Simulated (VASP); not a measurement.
# Mo in VASP: density of states with PBE

Aim: the density of states of Mo with PBE.

Everything below comes from runs of VASP 6.6.1. Logs are shortened: lines on timing, memory, paths and dates and some standing lists are left out, and cuts for length are marked.

## 1. The cell of the first run

The cell holds a slab with vacuum, 1 atom: a = 3.161 Å, b = 3.161 Å, c = 16.000 Å, α = 90.00°, β = 90.00°, γ = 90.00°.

## 2. Density of states, PBE

POSCAR

```
Mo
1.0
    3.1607300689      0.0000000000      0.0000000000
    0.0000000000      3.1607300689      0.0000000000
    0.0000000000      0.0000000000     16.0000000000
Mo
1
Direct
    0.0000000000      0.0000000000      0.5000000000
```

INCAR.step1

```
PREC = Accurate
ENCUT = 520
EDIFF = 1E-6
ISMEAR = -1
SIGMA = 0.08
LREAL = F
LASPH = T
NELM = 100
ALGO = Normal
ISIF = 2
LWAVE = F
LCHARG = T
LMAXMIX = 4
LDIPOL = T
IDIPOL = 3
DIPOL = 0.5 0.5 0.500
GGA = PE
NBANDS = 13
```

KPOINTS.step1

```
Automatic mesh
0
Gamma
  12 12 1
```

INCAR.step2

```
PREC = Accurate
ENCUT = 520
EDIFF = 1E-6
ISMEAR = -5
SIGMA = 0.08
LREAL = F
LASPH = T
NELM = 100
ALGO = Normal
ISIF = 2
LWAVE = F
LCHARG = F
LMAXMIX = 4
LDIPOL = T
IDIPOL = 3
DIPOL = 0.5 0.5 0.500
GGA = PE
LORBIT = 11
NEDOS = 1001
ICHARG = 11
```

KPOINTS.step2

```
Automatic mesh
0
Gamma
  18 18 1
```

Potentials or basis: VASP PAW PBE potentials, release 64 (Mo_sv).

The run is started by

```sh
$ cat potpaw_PBE.64/Mo_sv/POTCAR > POTCAR
$ cp INCAR.step1 INCAR
$ cp KPOINTS.step1 KPOINTS
$ mpirun -np 1 vasp_std > vasp.out
$ cp INCAR.step2 INCAR
$ cp KPOINTS.step2 KPOINTS
$ mpirun -np 1 vasp_std > vasp.out
```

OUTCAR:

```text
PREC = Accurate
   ENCUT = 520
   EDIFF = 1E-6
   ISMEAR = -5
   LREAL = F
   LASPH = T
   NELM = 100
   ISIF = 2
   GGA = PE
   LORBIT = 11
   ICHARG = 11

 ion  position               nearest neighbor table
   1  0.000  0.000  0.500-

  LATTYP: Found a simple tetragonal cell.
 ALAT       =     3.1607300689
 C/A-ratio  =     5.0621216147

  Lattice vectors:

 A1 = (   3.1607300689,   0.0000000000,   0.0000000000)
 A2 = (   0.0000000000,   3.1607300689,   0.0000000000)
 A3 = (   0.0000000000,   0.0000000000,  16.0000000000)

Analysis of symmetry for initial positions (statically):
=====================================================================
 Subroutine PRICEL returns:
 Original cell was already a primitive cell.

 Routine SETGRP: Setting up the symmetry group for a
 simple tetragonal supercell.

 Subroutine GETGRP returns: Found 16 space group operations
 (whereof 16 operations were pure point group operations)
 out of a pool of 16 trial point group operations.

The static configuration has the point symmetry D_4h.

Analysis of symmetry for dynamics (positions and initial velocities):
=====================================================================
 Subroutine PRICEL returns:
 Original cell was already a primitive cell.

 Routine SETGRP: Setting up the symmetry group for a
 simple tetragonal supercell.

 Subroutine GETGRP returns: Found 16 space group operations
 (whereof 16 operations were pure point group operations)
 out of a pool of 16 trial point group operations.

The dynamic configuration has the point symmetry D_4h.

 Subroutine INISYM returns: Found 16 space group operations
 (whereof 16 operations are pure point group operations),
 and found     1 'primitive' translations

----------------------------------------------------------------------------------------

                                     Primitive cell

  volume of cell :     159.8434

  direct lattice vectors                    reciprocal lattice vectors
     3.160730069  0.000000000  0.000000000     0.316382601  0.000000000  0.000000000
     0.000000000  3.160730069  0.000000000     0.000000000  0.316382601  0.000000000
     0.000000000  0.000000000 16.000000000     0.000000000  0.000000000  0.062500000

  length of vectors
     3.160730069  3.160730069 16.000000000     0.316382601  0.316382601  0.062500000

  position of ions in fractional coordinates (direct lattice)
     0.000000000  0.000000000  0.500000000

  ion indices of the primitive-cell ions
   primitive index   ion index
                 1           1

----------------------------------------------------------------------------------------

 KPOINTS: Automatic mesh

Automatic generation of k-mesh.
 Grid dimensions read from file:
 generate k-points for:   18   18    1

 Generating k-lattice:

  Cartesian coordinates                     Fractional coordinates (reciprocal lattice)
     0.017576811  0.000000000  0.000000000     0.055555556  0.000000000  0.000000000
     0.000000000  0.017576811  0.000000000     0.000000000  0.055555556  0.000000000
     0.000000000  0.000000000  0.062500000     0.000000000  0.000000000  1.000000000

  Length of vectors
     0.017576811  0.017576811  0.062500000

  Shift w.r.t. Gamma in fractional coordinates (k-lattice)
     0.000000000  0.000000000  0.000000000

 TETIRR: Found    495 inequivalent tetrahedra from     1944

 Subroutine IBZKPT returns following result:
 ===========================================

 Found     55 irreducible k-points:

 Following reciprocal coordinates:
            Coordinates               Weight
  0.000000  0.000000  0.000000      1.000000
  0.055556  0.000000  0.000000      4.000000
  0.111111  0.000000  0.000000      4.000000
  0.166667  0.000000  0.000000      4.000000
  0.222222  0.000000  0.000000      4.000000
  0.277778  0.000000  0.000000      4.000000
[... 16 lines left out ...]
  0.277778  0.111111  0.000000      8.000000
  0.333333  0.111111  0.000000      8.000000
 [... further k-points ...]
   k-points           NKPTS =     55   k-points in BZ     NKDIM =     55   number of bands    NBANDS=     11
   number of dos      NEDOS =   1001   number of ions     NIONS =      1
   total plane-waves  NPLWV =  69120
   dimension x,y,z NGX =    24 NGY =   24 NGZ =  120
   dimension x,y,z NGXF=    48 NGYF=   48 NGZF=  240
   ions per type =               1
   NGX,Y,Z   is equivalent  to a cutoff of  12.62, 12.62, 12.47 a.u.
   NGXF,Y,Z  is equivalent  to a cutoff of  25.25, 25.25, 24.94 a.u.
 SYSTEM =  unknown system
   PREC   = accura    normal or accurate (medium, high low for compatibility)
   ISTART =      0    job   : 0-new  1-cont  2-samecut
   ICHARG =     11    charge: 1-file 2-atom 10-const
   ISPIN  =      1    spin polarized calculation?
   LNONCOLLINEAR =      F non collinear calculations
   LSORBIT =      F    spin-orbit coupling
   LASPH  =      T    aspherical Exc in radial PAW
   ENCUT  =  520.0 eV  38.22 Ry    6.18 a.u.   5.88  5.88 29.75*2*pi/ulx,y,z
   NELM   =    100;   NELMIN=  2; NELMDL=  0     # of ELM steps
   EDIFF  = 0.1E-05   stopping-criterion for ELM
   LREAL  =      F    real-space projection
   EDIFFG = 0.1E-04   stopping-criterion for IOM
   NSW    =      0    number of steps for IOM
   IBRION =     -1    ionic relax: 0-MD 1-quasi-New 2-CG
   NFREE  =      0    steps in history (QN), initial steepest desc. (CG)
   ISIF   =      2    stress and relaxation
   ISYM   =      2    0-nonsym 1-usesym 2-fastsym
   POTIM  = 0.5000    time-step for ionic-motion
   TEBEG  =    0.0;   TEEND  =   0.0 temperature during run
   PSTRESS=    0.0 pullay stress
   NELECT =      14.0000    total number of electrons
   NUPDOWN=      -1.0000    fix difference up-down
   EMIN   =  10.00;   EMAX   =-10.00  energy-range for DOS
   EFERMI =   0.00;   METHOD = LEGACY
   ISMEAR =    -5;   SIGMA  =   0.08  broadening in eV -4-tet -1-fermi 0-gaus
   EFERMI_NEDOS =   21; number of points for ismear=-14 and -15
   IALGO  =     38    algorithm
   IMIX   =      4    mixing-type and parameters
     AMIX     =   0.40;   BMIX     =  1.00
     AMIX_MAG =   1.60;   BMIX_MAG =  1.00
  volume/ion in A,a.u.               =     159.84      1078.68
  Fermi-wavevector in a.u.,A,eV,Ry     =   0.727030  1.373888  7.191675  0.528573
  Thomas-Fermi vector in A             =   1.818152
   LORBIT       =     11    0 simple, 1 ext, 2 COOP (PROOUT), +10 PAW based schemes
   GGA     = PE    functional components
   LHFCALC =     F    Hartree Fock is set to
   AEXX    =    0.0000 exact exchange contribution
   IVDW    =     0    specifies the selected vdW correction
   LEPSILON=     F    determine dielectric tensor
   LRPA    =     F    only Hartree local field effects (RPA)
 non-spin polarized calculation
 Fermi weights with tetrahedron method with Bloechl corrections
  energy-cutoff  :      520.00
  volume of cell :      159.84
 maximum number of plane-waves:      4344
 NGX is ok and might be reduce to    24

 number of electron      14.0000005 magnetization

 dipolmoment           0.000000      0.000000      0.000000 electrons x Angstroem

 Free energy of the ion-electron system (eV)
  ---------------------------------------------------
  ext. energy  EPLUGINS =         0.00000000
  ---------------------------------------------------
  free energy    TOTEN  =        -5.69645854 eV

  energy without entropy =       -5.69645854  energy(sigma->0) =       -5.69645854

 E-fermi :  -2.9415     XC(G=0):  -2.8025

 val. band max:       -2.9170228137   @ k =   0.3889   0.2778   0.0000
 cond. band min:      -2.9435982232   @ k =   0.2222   0.2222   0.0000
 fundamental gap:     -0.0265754096
 Fermi energy:        -2.9415127229

 k-point     1 :       0.0000    0.0000    0.0000
  band No.  band energies     occupation
      1     -63.9470      2.00000
      2     -38.0990      2.00000
      3     -37.7987      2.00000
      4     -37.7987      2.00000
      5      -6.0704      2.00000
      6      -4.5453      2.00000
      7      -3.4427      2.00000
      8      -1.9523      0.00000
      9      -1.9523      0.00000
     10      -1.5045      0.00000
     11      -1.1180      0.00000

 k-point     2 :       0.0556    0.0000    0.0000
  band No.  band energies     occupation
      1     -63.9465      2.00000
      2     -38.0984      2.00000
      3     -37.8054      2.00000
      4     -37.7981      2.00000
      5      -6.0092      2.00000
      6      -4.5096      2.00000
      7      -3.4241      2.00000
      8      -2.1613      0.00000
      9      -1.9470      0.00000
     10      -1.2905      0.00000
     11      -1.1608      0.00000

 k-point     3 :       0.1111    0.0000    0.0000
  band No.  band energies     occupation
      1     -63.9450      2.00000
      2     -38.0966      2.00000
      3     -37.8249      2.00000
      4     -37.7965      2.00000
      5      -5.8336      2.00000
      6      -4.3990      2.00000
      7      -3.3692      2.00000
      8      -2.4960      0.00000
      9      -1.9317      0.00000
     10      -1.2810      0.00000
     11      -0.9344      0.00000
[... 267 lines left out ...]
 k-point    23 :       0.2778    0.1111    0.0000
  band No.  band energies     occupation
      1     -63.9346      2.00000
      2     -38.0843      2.00000
      3     -37.9267      2.00000
      4     -37.8139      2.00000
      5      -4.6930      2.00000
      6      -3.4148      2.00000
      7      -3.3903      2.00000
      8      -2.9702      1.37710
      9      -2.1478      0.00000
     10      -1.9912      0.00000
     11       0.6783      0.00000

 k-point    24 :       0.3333    0.1111    0.0000
  band No.  band energies     occupation
      1     -63.9318      2.00000
      2     -38.0808      2.00000
      3     -37.9624      2.00000
      4     -37.8108      2.00000
      5      -4.4514      2.00000
      6      -3.6126      2.00000
      7      -3.0645      2.02646
      8      -2.8144     -0.07562
      9      -2.1094      0.00000
     10      -1.9747      0.00000
     11       1.1699      0.00000

 [... further k-points ...]

------------------------ aborting loop because EDIFF is reached ----------------------------------------

 vacuum level on the upper side and lower side of the slab       (xc-potential included)        -0.099        -0.099

  FORCE on cell =-STRESS in cart. coord.  units (eV):
  Direction    XX          YY          ZZ          XY          YZ          ZX
  --------------------------------------------------------------------------------------
  -------------------------------------------------------------------------------------
  Total       -7.9774106     -7.9774106      0.7726693      0.0000000     -0.0000000      0.0000000
  in kB      -79.9609098    -79.9609098      7.7447862      0.0000000     -0.0000000      0.0000000
  external PRESSURE =     -50.7256778 kB  Pullay stress =       0.0000000 kB

 VOLUME and BASIS-vectors are now :
 -----------------------------------------------------------------------------
  energy-cutoff  :      520.00
  volume of cell :      159.84
      direct lattice vectors                 reciprocal lattice vectors
     3.160730069  0.000000000  0.000000000     0.316382601  0.000000000  0.000000000
     0.000000000  3.160730069  0.000000000     0.000000000  0.316382601  0.000000000
     0.000000000  0.000000000 16.000000000     0.000000000  0.000000000  0.062500000

 POSITION                                       TOTAL-FORCE (eV/Angst)
 -----------------------------------------------------------------------------------
      0.00000      0.00000      8.00000         0.000000      0.000000      0.000000
 -----------------------------------------------------------------------------------
    total drift:                               -0.000000     -0.000000      0.000000

  FREE ENERGIE OF THE ION-ELECTRON SYSTEM (eV)
  ---------------------------------------------------
  free  energy   TOTEN  =        -5.6964585447 eV

  energy  without entropy=       -5.6964585447  energy(sigma->0) =       -5.69645854

 vacuum level on the upper side and lower side of the slab         1.747         1.747

 total charge

# of ion       s       p       d       tot
------------------------------------------
    1        2.265   5.996   3.685  11.946
```

It used 270 s of CPU time on 1 thread of AMD EPYC 7R13 Processor (Zen 3), with other jobs on the host.

Results:

| Item | Value |
| --- | --- |
| Valence electrons inside the program's atomic spheres | Mo 11.95 |

Caveat: tetrahedron occupations give inexact forces and stress in metals.
